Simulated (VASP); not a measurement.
# NiO (Fm-3m) in VASP: a series of runs

NiO is run at these levels: PBE; tasks: single point.

Everything below comes from runs of VASP 6.6.1. Logs are shortened: lines on timing, memory, paths and dates and some standing lists are left out, and cuts for length are marked.

### 1 The cell of the first run

It takes space group Fm-3m (No. 225, cubic). Conventional cell: a = 4.172 Å, b = 4.172 Å, c = 4.172 Å, α = 90.00°, β = 90.00°, γ = 90.00°. Within 2.8 Å of Ni (site symmetry m-3m) lie 6 O at 2.09 Å. O (site symmetry m-3m) has 6 Ni at 2.09 Å within 2.8 Å.

### 2 Single point, PBE, collinear spin, ferromagnetic start

The input, INCAR:

```
SYSTEM = NiO
PREC = Accurate
ENCUT = 600
EDIFF = 1E-6
ISMEAR = -1
SIGMA = 0.1
LREAL = .False.
LASPH = .True.
NELM = 200
ALGO = Normal
ISIF = 2
LWAVE = .False.
LCHARG = .True.
ISPIN = 2
MAGMOM = 1.11 0.17
LORBIT = 11
NUPDOWN = 1.2
LMAXMIX = 4
GGA = PE
LELF = .True.
LVHAR = .True.
NBANDS = 19
GGA_COMPAT = .False.
```

The input, KPOINTS:

```
regular mesh
0
Gamma
  12 12 12
  0 0 0
```

The input, POSCAR:

```
NiO
1.0
    2.9499100000      0.0000000000      0.0000000000
    1.4749550000      2.5546969989      0.0000000000
    1.4749550000      0.8515656663      2.4085914290
Ni O
1 1
Direct
    0.0000000000      0.0000000000      0.0000000000
    0.5000000000      0.5000000000      0.5000000000
```

Potentials or basis: VASP PAW PBE potentials, release 64 (Ni, O).

Started as:

```sh
$ cat potpaw_PBE.64/Ni/POTCAR potpaw_PBE.64/O/POTCAR > POTCAR
$ mpirun -np 1 vasp_std > vasp.out
```

OUTCAR:

```text
SYSTEM = NiO
   PREC = Accurate
   ENCUT = 600
   EDIFF = 1E-6
   ISMEAR = -1
   LREAL = .False.
   LASPH = .True.
   NELM = 200
   ISIF = 2
   ISPIN = 2
   LORBIT = 11
   NUPDOWN = 1.2
   GGA = PE

 ion  position               nearest neighbor table
   1  0.000  0.000  0.000-   2 2.09   2 2.09   2 2.09   2 2.09   2 2.09   2 2.09
   2  0.500  0.500  0.500-   1 2.09   1 2.09   1 2.09   1 2.09   1 2.09   1 2.09

  LATTYP: Found a face centered cubic cell.
 ALAT       =     4.1718027298

  Lattice vectors:

 A1 = (   2.9499100000,   0.0000000000,   0.0000000000)
 A2 = (   1.4749550000,   2.5546969989,   0.0000000000)
 A3 = (   1.4749550000,   0.8515656663,   2.4085914290)

Analysis of symmetry for initial positions (statically):
=====================================================================
 Subroutine PRICEL returns:
 Original cell was already a primitive cell.

 Routine SETGRP: Setting up the symmetry group for a
 face centered cubic supercell.

 Subroutine GETGRP returns: Found 48 space group operations
 (whereof 48 operations were pure point group operations)
 out of a pool of 48 trial point group operations.

The static configuration has the point symmetry O_h .

Analysis of symmetry for dynamics (positions and initial velocities):
=====================================================================
 Subroutine PRICEL returns:
 Original cell was already a primitive cell.

 Routine SETGRP: Setting up the symmetry group for a
 face centered cubic supercell.

 Subroutine GETGRP returns: Found 48 space group operations
 (whereof 48 operations were pure point group operations)
 out of a pool of 48 trial point group operations.

The dynamic configuration has the point symmetry O_h .

Analysis of structural, dynamic, and magnetic symmetry:
=====================================================================
 Subroutine PRICEL returns:
 Original cell was already a primitive cell.

 Routine SETGRP: Setting up the symmetry group for a
 face centered cubic supercell.

 Subroutine GETGRP returns: Found 48 space group operations
 (whereof 48 operations were pure point group operations)
 out of a pool of 48 trial point group operations.

The overall configuration has the point symmetry O_h .

 Subroutine INISYM returns: Found 48 space group operations
 (whereof 48 operations are pure point group operations),
 and found     1 'primitive' translations

----------------------------------------------------------------------------------------

                                     Primitive cell

  volume of cell :      18.1514

  direct lattice vectors                    reciprocal lattice vectors
     2.949910000  0.000000000  0.000000000     0.338993393 -0.195717927 -0.138393473
     1.474955000  2.554696999  0.000000000     0.000000000  0.391435853 -0.138393473
     1.474955000  0.851565666  2.408591429     0.000000000  0.000000000  0.415180420

  length of vectors
     2.949910000  2.949910000  2.949910000     0.415180420  0.415180420  0.415180420

  position of ions in fractional coordinates (direct lattice)
     0.000000000  0.000000000  0.000000000
     0.500000000  0.500000000  0.500000000

  ion indices of the primitive-cell ions
   primitive index   ion index
                 1           1
                 2           2

----------------------------------------------------------------------------------------

 KPOINTS: regular mesh

Automatic generation of k-mesh.
 Grid dimensions read from file:
 generate k-points for:   12   12   12

 Generating k-lattice:

  Cartesian coordinates                     Fractional coordinates (reciprocal lattice)
     0.028249449 -0.016309827 -0.011532789     0.083333333  0.000000000  0.000000000
     0.000000000  0.032619654 -0.011532789     0.000000000  0.083333333 -0.000000000
     0.000000000  0.000000000  0.034598368     0.000000000  0.000000000  0.083333333

  Length of vectors
     0.034598368  0.034598368  0.034598368

  Shift w.r.t. Gamma in fractional coordinates (k-lattice)
     0.000000000  0.000000000  0.000000000

 Subroutine IBZKPT returns following result:
 ===========================================

 Found     72 irreducible k-points:

 Following reciprocal coordinates:
            Coordinates               Weight
  0.000000  0.000000  0.000000      1.000000
  0.083333 -0.000000  0.000000      8.000000
  0.166667  0.000000  0.000000      8.000000
  0.250000  0.000000  0.000000      8.000000
  0.333333  0.000000  0.000000      8.000000
  0.416667  0.000000 -0.000000      8.000000
[... 16 lines left out ...]
  0.500000  0.166667  0.000000     24.000000
 -0.416667  0.166667  0.000000     24.000000
 [... further k-points ...]
   k-points           NKPTS =     72   k-points in BZ     NKDIM =     72   number of bands    NBANDS=     19
   number of dos      NEDOS =    301   number of ions     NIONS =      2
   total plane-waves  NPLWV =  13824
   dimension x,y,z NGX =    24 NGY =   24 NGZ =   24
   dimension x,y,z NGXF=    48 NGYF=   48 NGZF=   48
   ions per type =               1   1
   NGX,Y,Z   is equivalent  to a cutoff of  13.53, 13.53, 13.53 a.u.
   NGXF,Y,Z  is equivalent  to a cutoff of  27.05, 27.05, 27.05 a.u.
 SYSTEM =  NiO
   PREC   = accura    normal or accurate (medium, high low for compatibility)
   ISTART =      0    job   : 0-new  1-cont  2-samecut
   ICHARG =      2    charge: 1-file 2-atom 10-const
   ISPIN  =      2    spin polarized calculation?
   LNONCOLLINEAR =      F non collinear calculations
   LSORBIT =      F    spin-orbit coupling
   LASPH  =      T    aspherical Exc in radial PAW
   ENCUT  =  600.0 eV  44.10 Ry    6.64 a.u.   5.89  5.89  5.89*2*pi/ulx,y,z
   NELM   =    200;   NELMIN=  2; NELMDL= -5     # of ELM steps
   EDIFF  = 0.1E-05   stopping-criterion for ELM
   LREAL  =      F    real-space projection
   EDIFFG = 0.1E-04   stopping-criterion for IOM
   NSW    =      0    number of steps for IOM
   IBRION =     -1    ionic relax: 0-MD 1-quasi-New 2-CG
   NFREE  =      0    steps in history (QN), initial steepest desc. (CG)
   ISIF   =      2    stress and relaxation
   ISYM   =      2    0-nonsym 1-usesym 2-fastsym
   POTIM  = 0.5000    time-step for ionic-motion
   TEBEG  =    0.0;   TEEND  =   0.0 temperature during run
   PSTRESS=    0.0 pullay stress
   NELECT =      16.0000    total number of electrons
   NUPDOWN=       1.2000    fix difference up-down
   EMIN   =  10.00;   EMAX   =-10.00  energy-range for DOS
   EFERMI =   0.00;   METHOD = LEGACY
   ISMEAR =    -1;   SIGMA  =   0.10  broadening in eV -4-tet -1-fermi 0-gaus
   EFERMI_NEDOS =   21; number of points for ismear=-14 and -15
   IALGO  =     38    algorithm
   IMIX   =      4    mixing-type and parameters
     AMIX     =   0.40;   BMIX     =  1.00
     AMIX_MAG =   1.60;   BMIX_MAG =  1.00
  volume/ion in A,a.u.               =       9.08        61.25
  Fermi-wavevector in a.u.,A,eV,Ry     =   1.569680  2.966265 33.523321  2.463895
  Thomas-Fermi vector in A             =   2.671526
   LORBIT       =     11    0 simple, 1 ext, 2 COOP (PROOUT), +10 PAW based schemes
   GGA     = PE    functional components
   LHFCALC =     F    Hartree Fock is set to
   AEXX    =    0.0000 exact exchange contribution
   IVDW    =     0    specifies the selected vdW correction
   LEPSILON=     F    determine dielectric tensor
   LRPA    =     F    only Hartree local field effects (RPA)
 spin polarized calculation
  energy-cutoff  :      600.00
  volume of cell :       18.15
 maximum number of plane-waves:       620
   NGX = 11   NGY = 11   NGZ = 11

 number of electron      16.0000001 magnetization       1.1999870

 Free energy of the ion-electron system (eV)
  ---------------------------------------------------
  ext. energy  EPLUGINS =         0.00000000
  ---------------------------------------------------
  free energy    TOTEN  =       -11.47148017 eV

  energy without entropy =      -11.41284591  energy(sigma->0) =      -11.44216304

 E-fermi :   8.0407     XC(G=0): -12.7028

 val. band max:        8.0368409174   @ k =   0.1667   0.1667   0.0000
 cond. band min:       7.9071987131   @ k =   0.5000   0.1667   0.0000
 fundamental gap:     -0.1296422043
 Fermi energy:         7.8862843503

 spin component 1

 k-point     1 :       0.0000    0.0000    0.0000
  band No.  band energies     occupation
      1     -12.5277      1.00000
      2       4.8451      1.00000
      3       4.8451      1.00000
      4       4.8451      1.00000
      5       5.3384      1.00000
      6       5.3384      1.00000
[... 11 lines left out ...]
     18      34.0048      0.00000
     19      34.0048      0.00000
[... 485 lines left out ...]
 k-point    24 :      -0.4167    0.1667    0.0000
  band No.  band energies     occupation
      1     -11.1113      1.00000
      2       0.1504      1.00000
      3       2.0641      1.00000
      4       2.2550      1.00000
      5       6.1754      1.00000
      6       6.3346      1.00000
[... 11 lines left out ...]
     18      38.4290      0.00000
     19      38.6814      0.00000

 [... further k-points ...]

 spin component 2

 k-point     1 :       0.0000    0.0000    0.0000
  band No.  band energies     occupation
      1     -12.2788      1.00000
      2       5.1294      1.00000
      3       5.1294      1.00000
      4       5.1294      1.00000
      5       6.1617      1.00000
      6       6.1618      1.00000
[... 11 lines left out ...]
     18      34.4288      0.00000
     19      34.4288      0.00000
[... 485 lines left out ...]
 k-point    24 :      -0.4167    0.1667    0.0000
  band No.  band energies     occupation
      1     -10.8331      1.00000
      2       0.3873      1.00000
      3       2.5825      1.00000
      4       2.9457      1.00000
      5       6.9539      0.99998
      6       7.0018      0.99997
[... 11 lines left out ...]
     18      38.6889      0.00000
     19      38.9739      0.00000

 [... further k-points ...]

------------------------ aborting loop because EDIFF is reached ----------------------------------------

  FORCE on cell =-STRESS in cart. coord.  units (eV):
  Direction    XX          YY          ZZ          XY          YZ          ZX
  --------------------------------------------------------------------------------------
  -------------------------------------------------------------------------------------
  Total        0.1762690      0.1762690      0.1762690      0.0000000      0.0000000      0.0000000
  in kB       15.5587657     15.5587657     15.5587657      0.0000000      0.0000000      0.0000000
  external PRESSURE =      15.5587657 kB  Pullay stress =       0.0000000 kB

 VOLUME and BASIS-vectors are now :
 -----------------------------------------------------------------------------
  energy-cutoff  :      600.00
  volume of cell :       18.15
      direct lattice vectors                 reciprocal lattice vectors
     2.949910000  0.000000000  0.000000000     0.338993393 -0.195717927 -0.138393473
     1.474955000  2.554696999  0.000000000     0.000000000  0.391435853 -0.138393473
     1.474955000  0.851565666  2.408591429     0.000000000  0.000000000  0.415180420

 POSITION                                       TOTAL-FORCE (eV/Angst)
 -----------------------------------------------------------------------------------
      0.00000      0.00000      0.00000        -0.000000     -0.000000      0.000000
      2.94991      1.70313      1.20430         0.000000      0.000000      0.000000
 -----------------------------------------------------------------------------------
    total drift:                               -0.000000      0.000000     -0.000000

  FREE ENERGIE OF THE ION-ELECTRON SYSTEM (eV)
  ---------------------------------------------------
  free  energy   TOTEN  =       -11.4714801659 eV

  energy  without entropy=      -11.4128459084  energy(sigma->0) =      -11.44216304

 total charge

# of ion       s       p       d       tot
------------------------------------------
    1        0.329   0.399   8.298   9.026
    2        1.561   3.396   0.000   4.957
--------------------------------------------------
tot          1.890   3.795   8.298  13.983

 magnetization (x)

# of ion       s       p       d       tot
------------------------------------------
    1        0.010   0.012   1.003   1.026
    2        0.021   0.127   0.000   0.147
--------------------------------------------------
tot          0.031   0.139   1.003   1.173
```

Wall time 74 s (1 thread of Intel Xeon 8259CL, shared host); peak memory 0.18 GiB.

What came out:

- Free energy: -11.4715 eV
- Pressure: 1.6 GPa
- Net moment: 1.20 μB per cell
- Site moments: Ni +1.03; O +0.15 μB
- Valence electrons inside the program's atomic spheres: Ni 9.03; O 4.96

Caveat: the total moment is fixed, so each spin has its own Fermi level; a cell with one magnetic atom can't hold antiferromagnetic order, which such compounds often take.

### 3 Single point, PBE, collinear spin, ferromagnetic start

The input, INCAR:

```
SYSTEM = NiO
PREC = Accurate
ENCUT = 600
EDIFF = 1E-6
ISMEAR = -1
SIGMA = 0.1
LREAL = .FALSE.
LASPH = .TRUE.
NELM = 200
ALGO = Normal
ISIF = 2
LWAVE = .FALSE.
LCHARG = .FALSE.
ISPIN = 2
MAGMOM = 1.36 0.24
LORBIT = 11
NUPDOWN = 1.5
LMAXMIX = 4
GGA = PE
NBANDS = 19
GGA_COMPAT = .FALSE.
```

The input, KPOINTS:

```
Automatic mesh
0
G
  12 12 12
  0 0 0
```

POSCAR is that of step 2.

Potentials or basis: VASP PAW PBE potentials, release 64 (Ni, O).

Started as:

```sh
$ cat potpaw_PBE.64/Ni/POTCAR potpaw_PBE.64/O/POTCAR > POTCAR
$ mpirun -np 1 vasp_std > vasp.out
```

Run time: 53 s. Hardware: 1 thread of Intel Xeon 8259CL, shared host; peak memory 0.19 GiB.

It converged, with:

| Quantity | Value |
| --- | --- |
| Free energy | -11.4897 eV |
| Pressure | 3.5 GPa |
| Net moment | 1.50 μB per cell |
| Site moments | Ni +1.26; O +0.21 μB |
| Valence electrons inside the program's atomic spheres | Ni 9.01; O 4.97 |

Caveat: the total moment is fixed, so each spin has its own Fermi level; a cell with one magnetic atom can't hold antiferromagnetic order, which such compounds often take.

(Part 1 of 2 ends here.)
